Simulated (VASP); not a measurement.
A run of VASP 6.6.1 is set up as follows.

INCAR

```
SYSTEM = CsSnI3
PREC = Accurate
ENCUT = 520
EDIFF = 1E-7
ISMEAR = -1
SIGMA = 0.05
LREAL = .False.
LASPH = .True.
NELM = 80
ALGO = Normal
ISIF = 2
LWAVE = .False.
LCHARG = .True.
GGA = PE
LELF = .True.
LVHAR = .True.
NBANDS = 30
```

File KPOINTS:

```
regular mesh
0
Gamma
  5 5 5
  0 0 0
```

File POSCAR:

```
CsSnI3
1.0
    6.2873633123      0.0000000000      0.0000000000
    0.0000000000      6.2873633123      0.0000000000
    0.0000000000      0.0000000000      6.2873633123
Cs I Sn
1 3 1
Direct
    0.0000000000      0.0000000000      0.0000000000
    0.5000000000      0.5000000000      0.0000000000
    0.5000000000      0.0000000000      0.5000000000
    0.0000000000      0.5000000000      0.5000000000
    0.5000000000      0.5000000000      0.5000000000
```

Potentials or basis: VASP PAW PBE potentials, release 64 (Cs_sv, I, Sn_d).

Command:

```sh
$ cat potpaw_PBE.64/Cs_sv/POTCAR potpaw_PBE.64/I/POTCAR potpaw_PBE.64/Sn_d/POTCAR > POTCAR
$ mpirun -np 1 vasp_std > vasp.out
```

(1) What does it give for the pressure?

(2) Predict the band gap on the k mesh.

Answers

(1) -0.1 GPa.

(2) 1.79 eV, direct.

Caveat: spin-orbit coupling is left out, which moves the levels of the heavy elements.
